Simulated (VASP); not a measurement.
Write the native input for VASP 6.6.1 that does the following.

```yaml
Task: single point
Functional: PBE
Potentials_or_basis: VASP PAW PBE potentials, release 64 (Ga_d, P)
Cutoff: 500 eV
k_mesh: 4 × 4 × 4
Occupations: gaussian, width 0.1 eV
Spin: collinear spin, ferromagnetic start
Starting_moments: "[0.0, 0.1] μB"
Dipole_correction: no
Further_INCAR_settings: ALGO = Normal; EDIFF = 1e-06; NBANDS = 20
```

The structure of GaP lies in POSCAR:

```
GaP
1.0
    0.0000000000      2.7258124945      2.7258124945
    2.7258124945      0.0000000000      2.7258124945
    2.7258124945      2.7258124945      0.0000000000
Ga P
1 1
Direct
    0.0000000000      0.0000000000      0.0000000000
    0.2500000000      0.2500000000      0.2500000000
```

One way to write it, as run:

INCAR

```
ALGO = Normal
EDIFF = 1E-6
ENCUT = 500
GGA = PE
GGA_COMPAT = F
ISIF = 2
ISMEAR = 0
ISPIN = 2
LASPH = T
LCHARG = F
LORBIT = 11
LREAL = F
LWAVE = F
MAGMOM = 0 0.1
NBANDS = 20
NELM = 200
PREC = Accurate
SIGMA = 0.1
```

KPOINTS

```
k-points
0
Gamma
  4 4 4
```

Potentials or basis: VASP PAW PBE potentials, release 64 (Ga_d, P).

Run with:

```console
$ cat potpaw_PBE.64/Ga_d/POTCAR potpaw_PBE.64/P/POTCAR > POTCAR
$ mpirun -np 1 vasp_std > vasp.out
```

It gave:

```json
{
  "Pressure": "2.8 GPa",
  "Band gap on the k mesh": "1.63 eV, indirect (least direct gap 1.81 eV)",
  "Net moment": "0.00 μB per cell",
  "Valence electrons inside the program's atomic spheres": "Ga 11.72; P 2.56"
}
```

Caveat: the k points lie up to 0.50 Å⁻¹ apart.

Run time: 33 s on 1 thread of Intel Xeon 8259CL, with other jobs on the host, peak memory 0.17 GiB.
